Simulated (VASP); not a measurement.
BAs: single point with PBE

Crystal: BAs.

```
B As
1.0
     0.00000    2.35554    2.35554
     2.35554    0.00000    2.35554
     2.35554    2.35554    0.00000
B As
1 1
Cartesian
  0.0000 0.0000 0.0000
  1.1778 1.1778 1.1778
```

This cell differs from its parent crystal: volume changed by -6%.

```
Program                : VASP 6.6.1
Task                   : single point
Functional             : PBE
Potentials or basis    : VASP PAW PBE potentials, release 64 (B, As)
Cutoff                 : 520 eV
k mesh                 : 8 × 8 × 8
Occupations            : gaussian, width 0.01 eV
Spin                   : no spin polarisation
Dipole correction      : no
Further INCAR settings : ALGO = Normal; EDIFF = 1e-06; NBANDS = 11
```

- Pressure: 10.0 GPa
- Band gap on the k mesh: 1.15 eV, indirect (least direct gap 3.33 eV)

Levels at points of the mesh, in eV from the valence-band top:
```csv
k point,band 2,band 3,band 4,band 5,band 6,band 7
"(0.00, 0.00, 0.00)",0.00,0.00,0.00,3.33,3.33,3.33
"(0.50, 0.00, 0.00)",-9.10,-1.89,-1.89,2.94,4.83,4.83
"(0.50, 0.50, 0.00)",-8.77,-4.26,-4.26,1.37,1.40,11.77
```

It took 14 s on 1 thread of Intel(R) Xeon(R) Platinum 8259CL CPU @ 2.50GHz (Skylake/Cascade Lake), on a shared host, peak memory 0.16 GiB.

 A k mesh can miss the band edges.
